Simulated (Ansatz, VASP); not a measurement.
**CaH3 in VASP and in Ansatz**

Contents of INCAR:

```
SYSTEM = CaH3
PREC = Accurate
ENCUT = 600
EDIFF = 1E-6
ISMEAR = 0
SIGMA = 0.1
LREAL = .FALSE.
LASPH = .TRUE.
NELM = 60
ALGO = Normal
ISIF = 3
LWAVE = .FALSE.
LCHARG = .FALSE.
GGA = PE
IBRION = 2
NSW = 100
EDIFFG = -0.01
```

The input KPOINTS:

```
Automatic mesh
0
G
  8 8 10
  0 0 0
```

The input POSCAR:

```
CaH3
1.0
    5.6349685577      0.0000000000      0.0000000000
    0.0000000000      5.6349685577      0.0000000000
    0.0000000000      0.0000000000      4.2613132154
Ca H
2 6
Direct
    0.5000000000      0.5000000000      0.0000000000
    0.0000000000      0.0000000000      0.0000000000
    0.9441591185      0.4441591185      0.0000000000
    0.5558408815      0.9441591185      0.0000000000
    0.5000000000      0.5000000000      0.5000000000
    0.0558408815      0.5558408815      0.0000000000
    0.4441591185      0.0558408815      0.0000000000
    0.0000000000      0.0000000000      0.5000000000
```

Input for Ansatz:

```yaml
crystal:
  lattice:
    - [5.6349685577, 0.0, 0.0]
    - [0.0, 5.6349685577, 0.0]
    - [0.0, 0.0, 4.2613132154]
  atoms:
    - { symbol: Ca, position: [0.5, 0.5, 0.0] }
    - { symbol: Ca, position: [0.0, 0.0, 0.0] }
    - { symbol: H, position: [0.9441591185, 0.4441591185, 0.0] }
    - { symbol: H, position: [0.5558408815, 0.9441591185, 0.0] }
    - { symbol: H, position: [0.5, 0.5, 0.5] }
    - { symbol: H, position: [0.0558408815, 0.5558408815, 0.0] }
    - { symbol: H, position: [0.4441591185, 0.0558408815, 0.0] }
    - { symbol: H, position: [0.0, 0.0, 0.5] }
basis:
  ecutwfc: 420
kpoints:
  mp_grid: { grid: [8, 8, 10] }
hamiltonian:
  xc: pbe
scf:
  occupations: { method: gaussian, width: 0.1 }
output:
  forces: true
  stress: true
  eigenvalues: true
relax:
  adjacent_minimum: "off"
  f_tol: 0.01
  max_steps: 80
  cell: { stress_tol: 0.05 }
```

Alike in both runs: task relaxation of cell and atoms; functional PBE; k mesh 8 × 8 × 10; occupations gaussian, width 0.1 eV; no spin polarisation.

|  | VASP | Ansatz |
| --- | --- | --- |
| version | VASP 6.6.1 | Ansatz 0.2.0 |
| potentials or method | VASP PAW PBE potentials, release 64 (Ca_sv, H), cutoff 600 eV | scalar-relativistic, plane waves, PAW |
| valence electrons in the cell | 26 | 26 |

```csv
,VASP,Ansatz,Ansatz less VASP
"gap on the k mesh at the Fermi level, each at its own relaxed structure (eV)",none,none,-
relaxed volume (Å³/atom),16.91,16.91,0.000
relaxed cell length with the largest relative difference (Å),4.261,4.261,0.0000
```

A gap of «none» marks a metal or a gap that the smearing closes.

Noted on VASP's run: the relaxation stopped at its first step, so nothing moved.
